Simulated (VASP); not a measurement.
BaTiO3: single point with r2SCAN+D3(BJ)

BaTiO3:

```
Ba Ti O
1.0
     3.98258    0.00253    0.00001
     0.00253    3.98180    0.00001
     0.00001    0.00002    8.09361
Ba Ti O
2 2 6
Direct
  0.49809 0.49812 0.25446
  0.50191 0.50188 0.75447
  0.98734 0.98753 0.01234
  0.01267 0.01248 0.51234
  0.50979 0.00552 0.99635
  0.49021 0.99448 0.49635
  0.00562 0.50962 0.99633
  0.99437 0.49037 0.49633
  0.99971 0.99971 0.24052
  0.00029 0.00028 0.74052
```

* Program: VASP 6.6.1
* Task: single point
* Functional: r2SCAN
* Dispersion: D3(BJ)
* Potentials or basis: VASP PAW PBE potentials, release 64 (Ba_sv, Ti_sv, O)
* Cutoff: 520 eV
* k mesh: 7 × 7 × 4
* Occupations: fermi-dirac, width 0.05 eV
* Spin: no spin polarisation
* Dipole correction: no
* Further INCAR settings: ALGO = Normal; EDIFF = 1e-07; NBANDS = 51

```json
{
 "Pressure": "2.0 GPa",
 "Largest force": "0.160 eV/Å",
 "Band gap on the k mesh": "2.62 eV",
 "Dispersion energy per atom": "-0.127 eV"
}
```

Forces in eV/Å, atoms in the order of the input:
```
Ba   0.003  0.003 -0.022
Ba  -0.003 -0.003 -0.023
Ti   0.068  0.067 -0.127
Ti  -0.068 -0.067 -0.129
O   -0.069 -0.005  0.012
O    0.069  0.005  0.013
O   -0.006 -0.068  0.012
O    0.006  0.068  0.013
O    0.001  0.001  0.125
O   -0.001 -0.001  0.125
```

Levels at points of the mesh, in eV from the valence-band top:
| k point | band 37 | band 38 | band 39 | band 40 | band 41 | band 42 | band 43 | band 44 |
| --- | --- | --- | --- | --- | --- | --- | --- | --- |
| (0.00, 0.00, 0.00) | -0.70 | -0.39 | -0.36 | -0.35 | 2.62 | 2.69 | 2.79 | 2.85 |
| (0.00, 0.00, 0.50) | -0.60 | -0.60 | -0.53 | -0.53 | 2.70 | 2.70 | 3.52 | 3.52 |

Wall time 80 min on 1 thread of Oxide Virtual Turin-like Processor, on a shared host, peak memory 0.59 GiB.

Caveat: the PAW data sets were made with another functional, which shifts forces and pressure a little; spin-orbit coupling is left out, which moves the levels of the heavy elements. A k mesh can miss the band edges.
